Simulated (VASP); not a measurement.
# CuI (Marshite) (F-43m) in VASP: further runs

Runs on CuI (Marshite). Level: LDA. Tasks: vibrations by perturbation theory.

Everything below comes from runs of VASP 6.6.1. Logs are shortened: lines on timing, memory, paths and dates and some standing lists are left out, and cuts for length are marked.

## (1) The cell of the first run

It takes space group F-43m (No. 216, cubic). Conventional cell: a = 5.746 Å, b = 5.746 Å, c = 5.746 Å, α = 90.00°, β = 90.00°, γ = 90.00°. Cu (site symmetry -43m) has 4 I at 2.49 Å within 3.3 Å. I (site symmetry -43m) has 4 Cu at 2.49 Å within 3.3 Å.

## (2) Vibrations by perturbation theory, LDA

INCAR reads:

```
SYSTEM = CuI
PREC     = Accurate       ! precision mode
ENCUT    = 520            ! plane-wave cutoff, eV
EDIFF    = 1E-8           ! SCF threshold, eV
ISMEAR   = 0              ! smearing method
SIGMA    = 0.01           ! smearing width, eV
LREAL    = .FALSE.        ! projectors in reciprocal space
LASPH    = .TRUE.         ! aspherical terms in the spheres
NELM     = 100            ! most SCF steps
ALGO     = Normal         ! electronic algorithm
ISIF     = 2              ! what is computed and relaxed
LWAVE    = .FALSE.        ! write WAVECAR
LCHARG   = .FALSE.        ! write CHGCAR
IBRION   = 8              ! ionic algorithm
NSW      = 1              ! ionic steps
```

KPOINTS reads:

```
Automatic mesh
0
G
  6 6 6
  0 0 0
```

POSCAR reads:

```
CuI
1.0
    2.8730603888      2.8730603888      0.0000000000
   -2.8730603888      2.8730603888      0.0000000000
    0.0000000000      2.8730603888      2.8730603888
Cu I
1 1
Direct
    0.7500000000      0.2500000000      0.5000000000
    0.0000000000      0.0000000000      0.0000000000
```

Potentials or basis: VASP PAW LDA potentials, release 64 (Cu, I).

The run is started by

```console
$ cat potpaw_LDA.64/Cu/POTCAR potpaw_LDA.64/I/POTCAR > POTCAR
$ mpirun -np 1 vasp_std > vasp.out
```

OUTCAR:

```text
SYSTEM = CuI
   PREC = Accurate
   ENCUT = 520
   EDIFF = 1E-8
   ISMEAR = 0
   LREAL = .FALSE.
   LASPH = .TRUE.
   NELM = 100
   ISIF = 2
   IBRION = 8
   NSW = 1

 ion  position               nearest neighbor table
   1  0.750  0.250  0.500-   2 2.49   2 2.49   2 2.49   2 2.49
   2  0.000  0.000  0.000-   1 2.49   1 2.49   1 2.49   1 2.49

  LATTYP: Found a face centered cubic cell.
 ALAT       =     5.7461207776

  Lattice vectors:

 A1 = (   0.0000000000,   2.8730603888,   2.8730603888)
 A2 = (   2.8730603888,   0.0000000000,   2.8730603888)
 A3 = (   2.8730603888,   2.8730603888,   0.0000000000)

Analysis of symmetry for initial positions (statically):
=====================================================================
 Subroutine PRICEL returns:
 Original cell was already a primitive cell.

 Routine SETGRP: Setting up the symmetry group for a
 face centered cubic supercell.

 Subroutine GETGRP returns: Found 24 space group operations
 (whereof 24 operations were pure point group operations)
 out of a pool of 48 trial point group operations.

The static configuration has the point symmetry T_d .

Analysis of symmetry for dynamics (positions and initial velocities):
=====================================================================
 Subroutine PRICEL returns:
 Original cell was already a primitive cell.

 Routine SETGRP: Setting up the symmetry group for a
 face centered cubic supercell.

 Subroutine GETGRP returns: Found 24 space group operations
 (whereof 24 operations were pure point group operations)
 out of a pool of 48 trial point group operations.

The dynamic configuration has the point symmetry T_d .

 Subroutine INISYM returns: Found 24 space group operations
 (whereof 24 operations are pure point group operations),
 and found     1 'primitive' translations

----------------------------------------------------------------------------------------

                                     Primitive cell

  volume of cell :      47.4312

  direct lattice vectors                    reciprocal lattice vectors
     2.873060389  2.873060389  0.000000000     0.174030453  0.174030453 -0.174030453
    -2.873060389  2.873060389  0.000000000    -0.174030453  0.174030453 -0.174030453
     0.000000000  2.873060389  2.873060389     0.000000000  0.000000000  0.348060905

  length of vectors
     4.063120967  4.063120967  4.063120967     0.301429586  0.301429586  0.348060905

  position of ions in fractional coordinates (direct lattice)
     0.750000000  0.250000000  0.500000000
     0.000000000  0.000000000  0.000000000

  ion indices of the primitive-cell ions
   primitive index   ion index
                 1           1
                 2           2

----------------------------------------------------------------------------------------

 KPOINTS: Automatic mesh

Automatic generation of k-mesh.
 Grid dimensions read from file:
 generate k-points for:    6    6    6

 Generating k-lattice:

  Cartesian coordinates                     Fractional coordinates (reciprocal lattice)
     0.029005075  0.029005075 -0.029005075     0.166666667  0.000000000  0.000000000
    -0.029005075  0.029005075 -0.029005075     0.000000000  0.166666667  0.000000000
     0.000000000  0.000000000  0.058010151     0.000000000  0.000000000  0.166666667

  Length of vectors
     0.050238264  0.050238264  0.058010151

  Shift w.r.t. Gamma in fractional coordinates (k-lattice)
     0.000000000  0.000000000  0.000000000

 Subroutine IBZKPT returns following result:
[... 70 lines left out ...]
   LRPA    =     F    only Hartree local field effects (RPA)
 non-spin polarized calculation
 Gauss-broadening in eV      SIGMA  =   0.01
  energy-cutoff  :      520.00
  volume of cell :       47.43
 maximum number of plane-waves:      1303
   NGX = 15   NGY = 15   NGZ = 15

--------------------------------------- Ionic step        1  -------------------------------------------

 number of electron      17.9999998 magnetization

 Free energy of the ion-electron system (eV)
  ---------------------------------------------------
  ext. energy  EPLUGINS =         0.00000000
  ---------------------------------------------------
  free energy    TOTEN  =        -6.95550227 eV

  energy without entropy =       -6.95550227  energy(sigma->0) =       -6.95550227

 E-fermi :   6.1836     XC(G=0): -10.0408

 val. band max:        6.1082492027   @ k =   0.0000   0.0000   0.0000
 cond. band min:       7.5864852100   @ k =   0.0000   0.0000   0.0000
 fundamental gap:      1.4782360073
 Fermi energy:         6.1835517938

 k-point     1 :       0.0000    0.0000    0.0000
  band No.  band energies     occupation
      1      -8.8457      2.00000
      2       1.6338      2.00000
      3       1.6338      2.00000
      4       1.6338      2.00000
      5       3.4108      2.00000
      6       3.4108      2.00000
      7       6.1082      2.00000
      8       6.1082      2.00000
      9       6.1082      2.00000
     10       7.5865      0.00000
     11      10.7737      0.00000
     12      10.7737      0.00000
     13      10.7737      0.00000
[... 228 lines left out ...]
      2      -0.1342      2.00000
      3       0.9901      2.00000
      4       1.5882      2.00000
      5       3.3126      2.00000
      6       3.3566      2.00000
      7       3.5187      2.00000
      8       3.7897      2.00000
      9       4.1650      2.00000
     10       9.7434      0.00000
     11      10.1626      0.00000
     12      13.4738      0.00000
     13      13.5477      0.00000

------------------------ aborting loop because EDIFF is reached ----------------------------------------

  FORCE on cell =-STRESS in cart. coord.  units (eV):
  Direction    XX          YY          ZZ          XY          YZ          ZX
  --------------------------------------------------------------------------------------
  -------------------------------------------------------------------------------------
  Total        1.2240113      1.2240113      1.2240113      0.0000000     -0.0000000      0.0000000
  in kB       41.3458324     41.3458324     41.3458324      0.0000000     -0.0000000      0.0000000
  external PRESSURE =      41.3458324 kB  Pullay stress =       0.0000000 kB

 VOLUME and BASIS-vectors are now :
 -----------------------------------------------------------------------------
  energy-cutoff  :      520.00
  volume of cell :       47.43
      direct lattice vectors                 reciprocal lattice vectors
     2.873060389  2.873060389  0.000000000     0.174030453  0.174030453 -0.174030453
    -2.873060389  2.873060389  0.000000000    -0.174030453  0.174030453 -0.174030453
     0.000000000  2.873060389  2.873060389     0.000000000  0.000000000  0.348060905

 POSITION                                       TOTAL-FORCE (eV/Angst)
 -----------------------------------------------------------------------------------
      1.43653      4.30959      1.43653         0.000000     -0.000000      0.000000
      0.00000      0.00000      0.00000        -0.000000      0.000000     -0.000000
 -----------------------------------------------------------------------------------
    total drift:                                0.000000      0.000000      0.000000

  FREE ENERGIE OF THE ION-ELECTRON SYSTEM (eV)
  ---------------------------------------------------
  free  energy   TOTEN  =        -6.9555022685 eV

  energy  without entropy=       -6.9555022685  energy(sigma->0) =       -6.95550227

[... ionic steps 2 to 3 ...]

--------------------------------------- Ionic step        4  -------------------------------------------

------------------------ aborting loop because EDIFF is reached ----------------------------------------

[... ionic steps 5 to 6 ...]

--------------------------------------- Ionic step        7  -------------------------------------------

 Free energy of the ion-electron system (eV)
  ---------------------------------------------------
  ---------------------------------------------------
  free energy    TOTEN  =        -0.07717270 eV

  energy without entropy =       -0.07717270

------------------------ aborting loop because EDIFF is reached ----------------------------------------

 INTERNAL STRAIN TENSOR  FOR ION    2  DIRECTION 1   (eV/Angst):
 -----------------------------------------------------------------------------
     0.01316  0.00000  0.00000
     0.00000 -0.03977 -7.24606
     0.00000 -7.24606 -0.03977

 INTERNAL STRAIN TENSOR FOR ION    2 for displacements in x,y,z  (eV/Angst):
          X           Y           Z          XY          YZ          ZX
  --------------------------------------------------------------------------------
  x    -0.00000     0.00000     0.00000     0.00000    -7.24606     0.00000
  y     0.00000    -0.00000     0.00000     0.00000     0.00000    -7.24606
  z     0.00000     0.00000    -0.00000    -7.24606     0.00000     0.00000

 SECOND DERIVATIVES (NOT SYMMETRIZED)
 ------------------------------------
               1X          1Y          1Z          2X          2Y          2Z
  1X    -5.053702    0.000000    0.000000    5.053702    0.000000    0.000000
  1Y     0.000000   -5.053702    0.000000    0.000000    5.053702    0.000000
  1Z     0.000000    0.000000   -5.053702    0.000000    0.000000    5.053702
  2X     5.070156   -0.000000    0.000000   -5.070156    0.000000   -0.000000
  2Y     0.000000    5.070156   -0.000000   -0.000000   -5.070156    0.000000
  2Z     0.000000   -0.000000    5.070156   -0.000000    0.000000   -5.070156

 Eigenvectors and eigenvalues of the dynamical matrix
 ----------------------------------------------------

   1 f  =    5.403811 THz    33.953146 2PiTHz  180.251731 cm-1    22.348356 meV
             X         Y         Z           dx          dy          dz
      1.436530  4.309591  1.436530     0.815852   -0.000000   -0.000000
      0.000000  0.000000  0.000000    -0.578261    0.000000    0.000000
[... 21 lines left out ...]
   6 f/i=    0.004143 THz     0.026034 2PiTHz    0.138209 cm-1     0.017136 meV
             X         Y         Z           dx          dy          dz
      1.436530  4.309591  1.436530    -0.133931    0.249529    0.504166
      0.000000  0.000000  0.000000    -0.188959    0.352054    0.711314

--------------------------------------------------------------------------------------------------------

 ELASTIC MODULI CONTR FROM IONIC RELAXATION (kBar)
 Direction    XX          YY          ZZ          XY          YZ          ZX
 --------------------------------------------------------------------------------
 XX          -0.0000      0.0000      0.0000      0.0000     -0.0000      0.0000
 YY           0.0000     -0.0000     -0.0000      0.0000      0.0000     -0.0000
 ZZ           0.0000     -0.0000     -0.0000     -0.0000      0.0000      0.0000
 XY           0.0000      0.0000     -0.0000   -363.9691      0.0000      0.0000
 YZ          -0.0000      0.0000      0.0000      0.0000   -363.9691      0.0000
 ZX           0.0000     -0.0000      0.0000      0.0000      0.0000   -363.9691
 --------------------------------------------------------------------------------
```

Wall time 58 s (1 thread of AMD EPYC 9R45 (Zen 5), shared host); peak memory 0.19 GiB.

What came out:

```
Highest phonon frequency at Γ, LO-TO splitting left out : 180 cm⁻¹
```

Phonon frequencies in cm⁻¹ (negative: imaginary):
```tsv
q point	frequencies
(0.000, 0.000, 0.000)	0 0 0 180 180 180
```

Caveat: the k points lie up to 0.36 Å⁻¹ apart; the cell wasn't relaxed at this level first, which shifts response properties; spin-orbit coupling is left out, which moves the levels of the heavy elements.

## (3) Vibrations by perturbation theory, LDA

This run uses another cell than the first one, of 24.39 Å³/atom, 1.028 times its volume.

INCAR reads:

```
PREC     = Accurate       # precision mode
ENCUT    = 520            # plane-wave cutoff, eV
EDIFF    = 1E-8           # SCF threshold, eV
ISMEAR   = 0              # smearing method
SIGMA    = 0.01           # smearing width, eV
LREAL    = False          # projectors in reciprocal space
LASPH    = True           # aspherical terms in the spheres
NELM     = 60             # most SCF steps
ALGO     = Normal         # electronic algorithm
ISIF     = 2              # what is computed and relaxed
LWAVE    = False          # write WAVECAR
LCHARG   = True           # write CHGCAR
GGA      = CA             # functional
IBRION   = 8              # ionic algorithm
NSW      = 1              # ionic steps
```

KPOINTS reads:

```
regular mesh
0
Gamma
  6 6 6
```

POSCAR reads:

```
CuI
1.0
    2.9000285517      2.9000285517      0.0000000000
   -2.9000285517      2.9000285517      0.0000000000
    0.0000000000      2.9000285517      2.9000285517
Cu I
1 1
Direct
    0.7500000000      0.2500000000      0.5000000000
    0.0000000000      0.0000000000      0.0000000000
```

Potentials or basis: VASP PAW LDA potentials, release 64 (Cu, I).

The run is started by

```console
$ cat potpaw_LDA.64/Cu/POTCAR potpaw_LDA.64/I/POTCAR > POTCAR
$ mpirun -np 1 vasp_std > vasp.out
```

OUTCAR:

```text
PREC = Accurate
   ENCUT = 520
   EDIFF = 1E-8
   ISMEAR = 0
   LREAL = False
   LASPH = True
   NELM = 60
   ISIF = 2
   GGA = CA
   IBRION = 8
   NSW = 1

 ion  position               nearest neighbor table
   1  0.750  0.250  0.500-   2 2.51   2 2.51   2 2.51   2 2.51
   2  0.000  0.000  0.000-   1 2.51   1 2.51   1 2.51   1 2.51

  LATTYP: Found a face centered cubic cell.
 ALAT       =     5.8000571034

  Lattice vectors:

[... 500 lines left out ...]
 ------------------------------------
               1X          1Y          1Z          2X          2Y          2Z
  1X    -4.427933    0.000000    0.000000    4.427933    0.000000    0.000000
  1Y     0.000000   -4.427933    0.000000    0.000000    4.427933    0.000000
  1Z     0.000000    0.000000   -4.427933    0.000000    0.000000    4.427933
  2X     4.443263    0.000000    0.000000   -4.443263    0.000000    0.000000
  2Y     0.000000    4.443263    0.000000    0.000000   -4.443263    0.000000
  2Z     0.000000    0.000000    4.443263    0.000000    0.000000   -4.443263

 Eigenvectors and eigenvalues of the dynamical matrix
 ----------------------------------------------------

   1 f  =    5.058373 THz    31.782693 2PiTHz  168.729149 cm-1    20.919739 meV
             X         Y         Z           dx          dy          dz
      1.450014  4.350043  1.450014    -0.815824    0.000000   -0.000000
      0.000000  0.000000  0.000000     0.578300   -0.000000   -0.000000
[... 21 lines left out ...]
   6 f/i=    0.004124 THz     0.025913 2PiTHz    0.137566 cm-1     0.017056 meV
             X         Y         Z           dx          dy          dz
      1.450014  4.350043  1.450014     0.012901   -0.028518    0.577453
      0.000000  0.000000  0.000000     0.018199   -0.040230    0.814628

--------------------------------------------------------------------------------------------------------

 ELASTIC MODULI CONTR FROM IONIC RELAXATION (kBar)
 Direction    XX          YY          ZZ          XY          YZ          ZX
 --------------------------------------------------------------------------------
 XX          -0.0000      0.0000      0.0000     -0.0000      0.0000      0.0000
 YY           0.0000     -0.0000      0.0000     -0.0000     -0.0000     -0.0000
 ZZ           0.0000      0.0000     -0.0000      0.0000     -0.0000      0.0000
 XY          -0.0000     -0.0000      0.0000   -290.1576     -0.0000     -0.0000
 YZ           0.0000     -0.0000     -0.0000     -0.0000   -290.1576     -0.0000
 ZX           0.0000     -0.0000      0.0000     -0.0000     -0.0000   -290.1576
 --------------------------------------------------------------------------------
```

OSZICAR:

```text
N       E                     dE             d eps       ncg     rms          rms(c)
DAV:   1     0.993404908413E+02    0.99340E+02   -0.78012E+03   416   0.154E+03
DAV:   2     0.621783911340E+00   -0.98719E+02   -0.92895E+02   426   0.284E+02
DAV:   3    -0.709600039329E+01   -0.77178E+01   -0.75952E+01   583   0.856E+01
[... 47 lines left out ...]
RMM:   8    -0.775768730015E-01    0.83149E-05   -0.48893E-08  1952   0.465E-03    0.483E-04
RMM:   9    -0.775772296374E-01   -0.35664E-06   -0.63962E-08  2140   0.158E-03    0.287E-04
RMM:  10    -0.775759006842E-01    0.13290E-05   -0.70040E-08  2160   0.499E-04    0.582E-05
RMM:  11    -0.775761603453E-01   -0.25966E-06    0.18169E-08  1984   0.201E-04    0.227E-05
RMM:  12    -0.775760090600E-01    0.15129E-06    0.18408E-09  2119   0.802E-05    0.149E-05
RMM:  13    -0.775760092398E-01   -0.17979E-09   -0.27504E-09  2140   0.231E-05    0.511E-06
 Linear response finished
```

It took 58 s on 1 thread of AMD EPYC 9R45 (Zen 5), shared host; peak memory 0.21 GiB.

What came out:

| Quantity | Value |
| --- | --- |
| Highest phonon frequency at Γ, LO-TO splitting left out | 169 cm⁻¹ |

Phonon frequencies in cm⁻¹ (negative: imaginary):
```tsv
q point	frequencies
(0.000, 0.000, 0.000)	0 0 0 169 169 169
```

Caveat: the k points lie up to 0.36 Å⁻¹ apart; the cell wasn't relaxed at this level first, which shifts response properties; spin-orbit coupling is left out, which moves the levels of the heavy elements.
